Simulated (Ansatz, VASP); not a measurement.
# PtS2 in VASP and in Ansatz

```xyz
3
Lattice="3.5432 0.0000 0.0000 -1.7716 3.0685 0.0000 0.0000 0.0000 5.0388" Properties=species:S:1:pos:R:3 pbc="T T T"
Pt    0.0000    0.0000    0.0000
S     1.7716    1.0228    3.8950
S     0.0000    2.0457    1.1438
```

Alike in both runs: task single point; functional PBE; k mesh 11 × 11 × 7; occupations fermi-dirac, width 0.02 eV; no spin polarisation.

|  | VASP | Ansatz |
| --- | --- | --- |
| version | VASP 6.6.1 | Ansatz 0.2.0 |
| potentials or method | VASP PAW PBE potentials, release 64 (Pt, S), cutoff 520 eV | scalar-relativistic, plane waves, PAW |
| valence electrons in the cell | 22 | 30 |

Ansatz gave:

* rms of the force components (eV/Å): 0.592

**Question.** Estimate VASP's values.

**Answer.** rms of the force components (eV/Å): 0.572.

Atom by atom the forces differ by 0.020 eV/Å (rms over components). The functional is the same, so the differences come from potentials, cutoffs and numerics. VASP's potentials hold 22 valence electrons a cell and Ansatz's 30, so a difference there can come from the potentials and not from the codes.

Neither program's run includes spin-orbit coupling.
